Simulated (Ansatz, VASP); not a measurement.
**Ca: VASP beside Ansatz**

INCAR

```
SYSTEM = Ca
PREC = Accurate
ENCUT = 520
EDIFF = 1E-6
ISMEAR = 0
SIGMA = 0.15
LREAL = .FALSE.
LASPH = .TRUE.
NELM = 60
ALGO = Normal
ISIF = 2
LWAVE = .FALSE.
LCHARG = .FALSE.
GGA = PE
NBANDS = 11
```

Contents of KPOINTS:

```
regular mesh
0
G
  14 14 14
  0 0 0
```

POSCAR

```
Ca
1.0
    0.0000000000      2.7942000000      2.7942000000
    2.8780260000      0.0000000000      2.7942000000
    2.8780260000      2.7942000000      0.0000000000
Ca
1
Direct
    0.0000000000      0.0000000000      0.0000000000
```

Input for Ansatz:

```yaml
crystal:
  lattice:
    - [0.0, 2.7942, 2.7942]
    - [2.878026, 0.0, 2.7942]
    - [2.878026, 2.7942, 0.0]
  atoms:
    - { symbol: Ca, position: [0.0, 0.0, 0.0] }
basis:
  ecutwfc: 420
kpoints:
  mp_grid: { grid: [14, 14, 14] }
hamiltonian:
  xc: pbe
scf:
  occupations: { method: gaussian, width: 0.15 }
output:
  forces: true
  stress: true
  eigenvalues: true
```

Change from the starting cell: strain +0.0300 x Voigt [1, 0, 0, 0, 0, 0], atoms carried along.

Alike in both runs: task single point; functional PBE; k mesh 14 × 14 × 14; occupations gaussian, width 0.15 eV; no spin polarisation.

|  | VASP | Ansatz |
| --- | --- | --- |
| version | VASP 6.6.1 | Ansatz 0.2.0 |
| potentials or method | VASP PAW PBE potentials, release 64 (Ca_sv), cutoff 520 eV | scalar-relativistic, plane waves, PAW |
| valence electrons in the cell | 10 | 10 |

```csv
,VASP,Ansatz,Ansatz less VASP
gap on the k mesh at the Fermi level (eV),none,none,-
pressure (GPa),-1.0,-1.0,0.00
"traceless stress, the component that is largest in VASP (GPa)",-0.17,-0.17,0.000
```

A gap of «none» marks a metal or a gap that the smearing closes.
